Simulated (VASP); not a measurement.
Write the native input for VASP 6.6.1 that does the following.

| Item | Value |
| --- | --- |
| Task | single point |
| Functional | PBE |
| Potentials or basis | VASP PAW PBE potentials, release 64 (Mg, Cd, S) |
| Cutoff | 520 eV |
| k mesh | 12 × 12 × 4 |
| Occupations | gaussian, width 0.02 eV |
| Spin | no spin polarisation |
| Dipole correction | no |
| Further INCAR settings | ALGO = Normal; EDIFF = 1e-07; NBANDS = 31 |

The structure of MgCd2S3 lies in POSCAR:

```
MgCd2S3
1.0
    3.8261385809      0.0000000000      0.0000000000
   -1.9130692904      3.3135332094      0.0000000000
    0.0000000000      0.0000000000      9.3788967204
Mg Cd S
1 2 3
Direct
    0.0000000000      0.0000000000      0.5000000000
    0.6666666667      0.3333333333      0.8287607495
    0.3333333333      0.6666666667      0.1712392505
    0.3333333333      0.6666666667      0.6557569784
    0.6666666667      0.3333333333      0.3442430216
    0.0000000000      0.0000000000      0.0000000000
```

One way to write it, as run:

INCAR

```
PREC     = Accurate       # precision mode
ENCUT    = 520            # plane-wave cutoff, eV
EDIFF    = 1E-7           # SCF threshold, eV
ISMEAR   = 0              # smearing method
SIGMA    = 0.02           # smearing width, eV
LREAL    = False          # projectors in reciprocal space
LASPH    = True           # aspherical terms in the spheres
NELM     = 60             # most SCF steps
ALGO     = Normal         # electronic algorithm
ISIF     = 2              # what is computed and relaxed
LWAVE    = False          # write WAVECAR
LCHARG   = True           # write CHGCAR
GGA      = PE             # functional
LELF     = True           # ELF
LVHAR    = True         
NBANDS   = 31             # bands
```

KPOINTS

```
regular mesh
0
Gamma
  12 12 4
```

Potentials or basis: VASP PAW PBE potentials, release 64 (Mg, Cd, S).

Run with:

```sh
$ cat potpaw_PBE.64/Mg/POTCAR potpaw_PBE.64/Cd/POTCAR potpaw_PBE.64/S/POTCAR > POTCAR
$ mpirun -np 1 vasp_std > vasp.out
```

It gave:

```json
{"Pressure": "0.2 GPa", "Largest force": "0.040 eV/Å", "Band gap on the k mesh": "0.91 eV (least direct gap 1.45 eV)"}
```

It took 100 s on 1 thread of Intel(R) Xeon(R) 6975P-C (Granite Rapids) (shared host), peak memory 0.37 GiB.
